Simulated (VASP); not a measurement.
# Bi2Se3 (R-3m) in VASP: single point with PBE+D3(BJ)

Aim: the single point of Bi2Se3 with PBE+D3(BJ).

Everything below comes from runs of VASP 6.6.1. Logs are shortened: lines on timing, memory, paths and dates and some standing lists are left out, and cuts for length are marked.

### 1 The cell of the first run

It takes space group R-3m (No. 166, trigonal). Conventional cell: a = 4.143 Å, b = 4.143 Å, c = 28.636 Å, α = 90.00°, β = 90.00°, γ = 120.00°. Bi (site symmetry 3m) has 6 Se at 2.85 to 3.07 Å within 3.8 Å. Within 4.3 Å of Se (site symmetry -3m) lie 6 Bi at 3.07 Å and 12 Se at 4.14 to 4.23 Å. Se (site symmetry 3m) has 3 Bi at 2.85 Å and 3 Se at 3.52 Å within 3.8 Å.

### 2 Single point, PBE+D3(BJ)

INCAR reads:

```
PREC = Accurate
ENCUT = 520
EDIFF = 1E-7
ISMEAR = 0
SIGMA = 0.1
LREAL = F
LASPH = T
NELM = 100
ALGO = Normal
ISIF = 2
LWAVE = F
LCHARG = T
GGA = PE
IVDW = 12
LELF = T
LVHAR = T
NBANDS = 32
```

KPOINTS reads:

```
Automatic mesh
0
Gamma
  6 6 6
```

POSCAR reads:

```
Bi2Se3
1.0
    2.0715000000      1.1959810826      9.5453333333
   -2.0715000000      1.1959810826      9.5453333333
    0.0000000000     -2.3919621653      9.5453333333
Bi Se
2 3
Direct
    0.4008000000      0.4008000000      0.4008000000
    0.5992000000      0.5992000000      0.5992000000
    0.0000000000      0.0000000000      0.0000000000
    0.2117000000      0.2117000000      0.2117000000
    0.7883000000      0.7883000000      0.7883000000
```

Potentials or basis: VASP PAW PBE potentials, release 64 (Bi_d, Se).

Started as:

```sh
> cat potpaw_PBE.64/Bi_d/POTCAR potpaw_PBE.64/Se/POTCAR > POTCAR
> mpirun -np 1 vasp_std > vasp.out
```

OUTCAR:

```text
PREC = Accurate
   ENCUT = 520
   EDIFF = 1E-7
   ISMEAR = 0
   LREAL = F
   LASPH = T
   NELM = 100
   ISIF = 2
   GGA = PE
   IVDW = 12
 IVDW          = 12

 ion  position               nearest neighbor table
   1  0.401  0.401  0.401-   5 2.85   5 2.85   5 2.85   3 3.07   3 3.07   3 3.07
   2  0.599  0.599  0.599-   4 2.85   4 2.85   4 2.85   3 3.07   3 3.07   3 3.07
   3  0.000  0.000  0.000-   2 3.07   2 3.07   1 3.07   1 3.07   2 3.07   1 3.07
   4  0.212  0.212  0.212-   2 2.85   2 2.85   2 2.85
   5  0.788  0.788  0.788-   1 2.85   1 2.85   1 2.85

  LATTYP: Found a trigonal (rhomboedric) cell.
 ALAT       =     9.8404710987
 COS(alpha) =     0.9113725833

  Lattice vectors:

 A1 = (   2.0715000000,   1.1959810826,   9.5453333333)
 A2 = (  -2.0715000000,   1.1959810826,   9.5453333333)
 A3 = (   0.0000000000,  -2.3919621653,   9.5453333333)

Analysis of symmetry for initial positions (statically):
=====================================================================
 Subroutine PRICEL returns:
 Original cell was already a primitive cell.

 Routine SETGRP: Setting up the symmetry group for a
 trigonal (rhombohedral) supercell.

 Subroutine GETGRP returns: Found 12 space group operations
 (whereof 12 operations were pure point group operations)
 out of a pool of 12 trial point group operations.

The static configuration has the point symmetry D_3d.

Analysis of symmetry for dynamics (positions and initial velocities):
=====================================================================
 Subroutine PRICEL returns:
 Original cell was already a primitive cell.

 Routine SETGRP: Setting up the symmetry group for a
 trigonal (rhombohedral) supercell.

 Subroutine GETGRP returns: Found 12 space group operations
 (whereof 12 operations were pure point group operations)
 out of a pool of 12 trial point group operations.

The dynamic configuration has the point symmetry D_3d.

 Subroutine INISYM returns: Found 12 space group operations
 (whereof 12 operations are pure point group operations),
 and found     1 'primitive' translations

----------------------------------------------------------------------------------------

                                     Primitive cell

  volume of cell :     141.8899

  direct lattice vectors                    reciprocal lattice vectors
     2.071500000  1.195981083  9.545333333     0.241370987  0.139355604  0.034921078
    -2.071500000  1.195981083  9.545333333    -0.241370987  0.139355604  0.034921078
     0.000000000 -2.391962165  9.545333333     0.000000000 -0.278711209  0.034921078

  length of vectors
     9.840471099  9.840471099  9.840471099     0.280890405  0.280890405  0.280890405

  position of ions in fractional coordinates (direct lattice)
     0.400800000  0.400800000  0.400800000
     0.599200000  0.599200000  0.599200000
     0.000000000  0.000000000  0.000000000
     0.211700000  0.211700000  0.211700000
     0.788300000  0.788300000  0.788300000

  ion indices of the primitive-cell ions
   primitive index   ion index
                 1           1
                 2           2
                 3           3
                 4           4
                 5           5

----------------------------------------------------------------------------------------

 KPOINTS: Automatic mesh

Automatic generation of k-mesh.
 Grid dimensions read from file:
 generate k-points for:    6    6    6

 Generating k-lattice:

  Cartesian coordinates                     Fractional coordinates (reciprocal lattice)
     0.040228498  0.023225934  0.005820180     0.166666667 -0.000000000  0.000000000
    -0.040228498  0.023225934  0.005820180    -0.000000000  0.166666667  0.000000000
     0.000000000 -0.046451868  0.005820180     0.000000000  0.000000000  0.166666667

  Length of vectors
     0.046815068  0.046815068  0.046815068

  Shift w.r.t. Gamma in fractional coordinates (k-lattice)
     0.000000000  0.000000000  0.000000000

 Subroutine IBZKPT returns following result:
 ===========================================

 Found     32 irreducible k-points:

 Following reciprocal coordinates:
            Coordinates               Weight
  0.000000  0.000000  0.000000      1.000000
  0.166667  0.000000 -0.000000      6.000000
  0.333333 -0.000000 -0.000000      6.000000
  0.500000  0.000000 -0.000000      3.000000
  0.166667  0.166667 -0.000000      6.000000
  0.333333  0.166667 -0.000000     12.000000
[... 16 lines left out ...]
  0.500000  0.500000  0.166667      6.000000
 -0.333333  0.500000  0.166667     12.000000
 [... further k-points ...]
   k-points           NKPTS =     32   k-points in BZ     NKDIM =     32   number of bands    NBANDS=     32
   number of dos      NEDOS =    301   number of ions     NIONS =      5
   total plane-waves  NPLWV = 512000
   dimension x,y,z NGX =    80 NGY =   80 NGZ =   80
   dimension x,y,z NGXF=   160 NGYF=  160 NGZF=  160
   ions per type =               2   3
   NGX,Y,Z   is equivalent  to a cutoff of  13.52, 13.52, 13.52 a.u.
   NGXF,Y,Z  is equivalent  to a cutoff of  27.03, 27.03, 27.03 a.u.
 SYSTEM =  unknown system
   PREC   = accura    normal or accurate (medium, high low for compatibility)
   ISTART =      0    job   : 0-new  1-cont  2-samecut
   ICHARG =      2    charge: 1-file 2-atom 10-const
   ISPIN  =      1    spin polarized calculation?
   LNONCOLLINEAR =      F non collinear calculations
   LSORBIT =      F    spin-orbit coupling
   LASPH  =      T    aspherical Exc in radial PAW
   ENCUT  =  520.0 eV  38.22 Ry    6.18 a.u.  18.30 18.30 18.30*2*pi/ulx,y,z
   NELM   =    100;   NELMIN=  2; NELMDL= -5     # of ELM steps
   EDIFF  = 0.1E-06   stopping-criterion for ELM
   LREAL  =      F    real-space projection
   EDIFFG = 0.1E-05   stopping-criterion for IOM
   NSW    =      0    number of steps for IOM
   IBRION =     -1    ionic relax: 0-MD 1-quasi-New 2-CG
   NFREE  =      0    steps in history (QN), initial steepest desc. (CG)
   ISIF   =      2    stress and relaxation
   ISYM   =      2    0-nonsym 1-usesym 2-fastsym
   POTIM  = 0.5000    time-step for ionic-motion
   TEBEG  =    0.0;   TEEND  =   0.0 temperature during run
   PSTRESS=    0.0 pullay stress
   NELECT =      48.0000    total number of electrons
   NUPDOWN=      -1.0000    fix difference up-down
   EMIN   =  10.00;   EMAX   =-10.00  energy-range for DOS
   EFERMI =   0.00;   METHOD = LEGACY
   ISMEAR =     0;   SIGMA  =   0.10  broadening in eV -4-tet -1-fermi 0-gaus
   EFERMI_NEDOS =   21; number of points for ismear=-14 and -15
   IALGO  =     38    algorithm
   IMIX   =      4    mixing-type and parameters
     AMIX     =   0.40;   BMIX     =  1.00
     AMIX_MAG =   1.60;   BMIX_MAG =  1.00
  volume/ion in A,a.u.               =      28.38       191.50
  Fermi-wavevector in a.u.,A,eV,Ry     =   1.140700  2.155610 17.703848  1.301196
  Thomas-Fermi vector in A             =   2.277401
   LORBIT       =      0    0 simple, 1 ext, 2 COOP (PROOUT), +10 PAW based schemes
   GGA     = PE    functional components
   LHFCALC =     F    Hartree Fock is set to
   AEXX    =    0.0000 exact exchange contribution
   IVDW    =    12    specifies the selected vdW correction
   LEPSILON=     F    determine dielectric tensor
   LRPA    =     F    only Hartree local field effects (RPA)
 non-spin polarized calculation
 Gauss-broadening in eV      SIGMA  =   0.10
  energy-cutoff  :      520.00
  volume of cell :      141.89
 maximum number of plane-waves:      3848
 NGX is ok and might be reduce to    80
   NGX = 37   NGY = 37   NGZ = 37

 number of electron      47.9999997 magnetization

 Free energy of the ion-electron system (eV)
  ---------------------------------------------------
  ext. energy  EPLUGINS =         0.00000000
  ---------------------------------------------------
  free energy    TOTEN  =       -20.15627436 eV

  energy without entropy =      -20.15611566  energy(sigma->0) =      -20.15619501

 E-fermi :   5.0753     XC(G=0):  -9.4972

 val. band max:        4.9659442287   @ k =   0.0000   0.0000   0.0000
 cond. band min:       5.1846777487   @ k =   0.0000   0.0000   0.0000
 fundamental gap:      0.2187335200
 Fermi energy:         5.0752975055

 k-point     1 :       0.0000    0.0000    0.0000
  band No.  band energies     occupation
      1     -18.1612      2.00000
      2     -18.1612      2.00000
      3     -18.1595      2.00000
      4     -18.1595      2.00000
      5     -18.1528      2.00000
      6     -18.1502      2.00000
[... 24 lines left out ...]
     31      10.8011      0.00000
     32      11.9748      0.00000

 k-point     2 :       0.1667    0.0000   -0.0000
  band No.  band energies     occupation
      1     -18.1651      2.00000
      2     -18.1627      2.00000
      3     -18.1551      2.00000
      4     -18.1533      2.00000
      5     -18.1491      2.00000
      6     -18.1466      2.00000
[... 24 lines left out ...]
     31      10.0906      0.00000
     32      10.9868      0.00000

 k-point     3 :       0.3333   -0.0000   -0.0000
  band No.  band energies     occupation
      1     -18.1752      2.00000
      2     -18.1711      2.00000
      3     -18.1528      2.00000
      4     -18.1483      2.00000
      5     -18.1481      2.00000
      6     -18.1452      2.00000
[... 24 lines left out ...]
     31       9.4581      0.00000
     32      11.4409      0.00000

 k-point     4 :       0.5000    0.0000   -0.0000
  band No.  band energies     occupation
      1     -18.1809      2.00000
      2     -18.1758      2.00000
      3     -18.1554      2.00000
      4     -18.1506      2.00000
      5     -18.1486      2.00000
      6     -18.1440      2.00000
[... 24 lines left out ...]
     31       9.2321      0.00000
     32      11.1118      0.00000

 k-point     5 :       0.1667    0.1667   -0.0000
  band No.  band energies     occupation
      1     -18.1652      2.00000
      2     -18.1627      2.00000
      3     -18.1551      2.00000
      4     -18.1533      2.00000
      5     -18.1491      2.00000
      6     -18.1466      2.00000
[... 584 lines left out ...]
     31       9.8987      0.00000
     32      10.9754      0.00000

 k-point    22 :      -0.1667    0.3333    0.1667
  band No.  band energies     occupation
      1     -18.1739      2.00000
      2     -18.1701      2.00000
      3     -18.1530      2.00000
      4     -18.1509      2.00000
      5     -18.1478      2.00000
      6     -18.1470      2.00000
[... 24 lines left out ...]
     31       9.5687      0.00000
     32      11.8482      0.00000

 k-point    23 :       0.5000    0.5000    0.1667
  band No.  band energies     occupation
      1     -18.1751      2.00000
      2     -18.1712      2.00000
      3     -18.1528      2.00000
      4     -18.1483      2.00000
      5     -18.1482      2.00000
      6     -18.1451      2.00000
[... 24 lines left out ...]
     31       9.3838      0.00000
     32      11.2301      0.00000

 k-point    24 :      -0.3333    0.5000    0.1667
  band No.  band energies     occupation
      1     -18.1739      2.00000
      2     -18.1701      2.00000
      3     -18.1530      2.00000
      4     -18.1509      2.00000
      5     -18.1478      2.00000
      6     -18.1470      2.00000
[... 24 lines left out ...]
     31       9.9028      0.00000
     32      11.4619      0.00000

 [... further k-points ...]

------------------------ aborting loop because EDIFF is reached ----------------------------------------

 Edisp (eV)   -2.00207

 E8    (eV) :    -0.9059

  FORCE on cell =-STRESS in cart. coord.  units (eV):
  Direction    XX          YY          ZZ          XY          YZ          ZX
  --------------------------------------------------------------------------------------
  -------------------------------------------------------------------------------------
  Total       0.17334     0.17334     0.15523     0.00000    -0.00000     0.00000
  in kB       1.95734     1.95734     1.75278     0.00000    -0.00000     0.00000
  external pressure =        1.89 kB  Pullay stress =        0.00 kB

 VOLUME and BASIS-vectors are now :
 -----------------------------------------------------------------------------
  energy-cutoff  :      520.00
  volume of cell :      141.89
      direct lattice vectors                 reciprocal lattice vectors
     2.071500000  1.195981083  9.545333333     0.241370987  0.139355604  0.034921078
    -2.071500000  1.195981083  9.545333333    -0.241370987  0.139355604  0.034921078
     0.000000000 -2.391962165  9.545333333     0.000000000 -0.278711209  0.034921078

 POSITION                                       TOTAL-FORCE (eV/Angst)
 -----------------------------------------------------------------------------------
      0.00000     -0.00000     11.47731         0.000000      0.000000     -0.199392
      0.00000     -0.00000     17.15869         0.000000     -0.000000      0.199392
      0.00000      0.00000      0.00000         0.000000     -0.000000     -0.000000
      0.00000     -0.00000      6.06224         0.000000      0.000000     -0.192311
      0.00000     -0.00000     22.57376         0.000000     -0.000000      0.192311
 -----------------------------------------------------------------------------------
    total drift:                                0.000000      0.000000     -0.000000

  FREE ENERGIE OF THE ION-ELECTRON SYSTEM (eV)
  ---------------------------------------------------
  free  energy   TOTEN  =       -22.1583429791 eV

  energy  without entropy=      -22.1581842793  energy(sigma->0) =      -22.15826363
```

Wall time 24 min (1 thread of Intel Xeon Platinum 8375C at 2.90GHz (Ice Lake), shared host); peak memory 0.95 GiB.

Results:

```
Free energy                : -22.1583 eV
Pressure                   : 0.2 GPa
Largest force              : 0.199 eV/Å
Band gap on the k mesh     : 0.22 eV
Dispersion energy per atom : -0.400 eV
```

Forces on the atoms (eV/Å):
```
Bi   0.000  0.000 -0.199
Bi   0.000  0.000  0.199
Se   0.000  0.000  0.000
Se   0.000  0.000 -0.192
Se   0.000  0.000  0.192
```

Caveat: spin-orbit coupling is left out, which moves the levels of the heavy elements.
